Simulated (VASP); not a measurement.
A run of VASP 6.6.1 is set up as follows.

The input POSCAR:

```
Al2O3
1.0
    2.4025136104      1.3870918797      4.3720844159
   -2.4025136104      1.3870918797      4.3720844159
    0.0000000000     -2.7741837594      4.3720844159
Al O
4 6
Direct
    0.1479040000      0.1479040000      0.1479040000
    0.3520960000      0.3520960000      0.3520960000
    0.6479040000      0.6479040000      0.6479040000
    0.8520960000      0.8520960000      0.8520960000
    0.9438545000      0.5561455000      0.2500000000
    0.4438545000      0.7500000000      0.0561455000
    0.5561455000      0.2500000000      0.9438545000
    0.2500000000      0.9438545000      0.5561455000
    0.7500000000      0.0561455000      0.4438545000
    0.0561455000      0.4438545000      0.7500000000
```

INCAR.step1

```
SYSTEM = Al2O3
  PREC = Accurate
  ENCUT = 600
  ISMEAR = 0
  SIGMA = 0.1
  LREAL = .FALSE.
  LASPH = .TRUE.
  NELM = 60
  GGA = PE
  ALGO = Normal
  EDIFF = 1E-4
  LWAVE = .TRUE.
  LCHARG = .FALSE.
```

INCAR.step2

```
SYSTEM = Al2O3
  PREC = Accurate
  ENCUT = 600
  EDIFF = 1E-6
  ISMEAR = 0
  SIGMA = 0.1
  LREAL = .FALSE.
  LASPH = .TRUE.
  NELM = 60
  ALGO = Normal
  ISIF = 3
  LWAVE = .FALSE.
  LCHARG = .FALSE.
  METAGGA = R2SCAN
  LMIXTAU = .TRUE.
  IBRION = 2
  NSW = 90
  EDIFFG = -0.04
  ISTART = 1
```

KPOINTS

```
Automatic mesh
0
G
  6 6 6
  0 0 0
```

Potentials or basis: VASP PAW PBE potentials, release 64 (Al, O).

Launch:

```bash
$ cat potpaw_PBE.64/Al/POTCAR potpaw_PBE.64/O/POTCAR > POTCAR
$ cp INCAR.step1 INCAR
$ mpirun -np 1 vasp_std > vasp.out
$ cp INCAR.step2 INCAR
$ mpirun -np 1 vasp_std > vasp.out
```

Question: Predict the relaxed cell.

Answer: a = 5.123 Å, b = 5.123 Å, c = 5.123 Å, α = 55.31°, β = 55.31°, γ = 55.31°.

Question: Estimate the relaxed volume.

Answer: 8.47 Å³/atom.

Question: Estimate the band gap on the k mesh.

Answer: 7.19 eV.

Stress tensor (GPa, compression positive):
```
-0.18  0.00  0.00
 0.00 -0.18  0.00
 0.00  0.00  0.04
```

Caveat: the PAW data sets were made with another functional, which shifts forces and pressure a little. A k mesh can miss the band edges.
